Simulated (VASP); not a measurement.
A run of VASP 6.6.1 is set up as follows.

INCAR

```
PREC = Accurate ; ENCUT = 600
EDIFF = 1E-7 ; ISMEAR = 0
SIGMA = 0.1 ; LREAL = F
LASPH = T ; NELM = 200
ALGO = Normal ; ISIF = 3
LWAVE = F ; LCHARG = F
ISPIN = 2 ; MAGMOM = 0 0 1 1 1 1 1 1 1 1 1 1 1 1
LORBIT = 11 ; GGA = PE
IBRION = 2 ; NSW = 90
EDIFFG = -0.04 ; GGA_COMPAT = F
NELMIN = 4 ; KPAR = 4
```

KPOINTS

```
regular mesh
0
Gamma
  4 4 4
```

File POSCAR:

```
CaCdC6N6
1.0
    0.0000000000      5.3810000000      5.3810000000
    5.3810000000      0.0000000000      5.3810000000
    5.3810000000      5.3810000000      0.0000000000
Ca Cd C N
1 1 6 6
Direct
    0.5000000000      0.5000000000      0.5000000000
    0.0000000000      0.0000000000      0.0000000000
    0.8140680200      0.1859319800      0.1859319800
    0.1859319800      0.8140680200      0.1859319800
    0.1859319800      0.1859319800      0.8140680200
    0.1859319800      0.8140680200      0.8140680200
    0.8140680200      0.1859319800      0.8140680200
    0.8140680200      0.8140680200      0.1859319800
    0.7053521700      0.2946478300      0.2946478300
    0.2946478300      0.7053521700      0.2946478300
    0.2946478300      0.2946478300      0.7053521700
    0.2946478300      0.7053521700      0.7053521700
    0.7053521700      0.2946478300      0.7053521700
    0.7053521700      0.7053521700      0.2946478300
```

Potentials or basis: VASP PAW PBE potentials, release 64 (Ca_sv, Cd, C, N).

Launch:

```sh
$ cat potpaw_PBE.64/Ca_sv/POTCAR potpaw_PBE.64/Cd/POTCAR potpaw_PBE.64/C/POTCAR potpaw_PBE.64/N/POTCAR > POTCAR
$ mpirun -np 4 vasp_std > vasp.out
```

What does it give for the site moments?

Ca +0.01; Cd +0.26; C +0.19; N +0.02 μB.

Predict the space group after relaxing (to 0.05 Å).

Fm-3m (No. 225).

Predict the band gap on the k mesh.

0.57 eV, indirect (least direct gap 0.61 eV).

Predict the relaxed cell.

a = 8.319 Å, b = 8.319 Å, c = 8.319 Å, α = 60.00°, β = 60.00°, γ = 60.00°.

Forces on the atoms (eV/Å):
```
Ca   0.000  0.000  0.000
Cd   0.000  0.000  0.000
C    0.035  0.000  0.000
C    0.000  0.035  0.000
C    0.000  0.000  0.035
C   -0.035  0.000  0.000
C    0.000 -0.035  0.000
C    0.000  0.000 -0.035
N    0.012  0.000  0.000
N    0.000  0.012  0.000
N    0.000  0.000  0.012
N   -0.012  0.000  0.000
N    0.000 -0.012  0.000
N    0.000  0.000 -0.012
```

 A k mesh can miss the band edges.
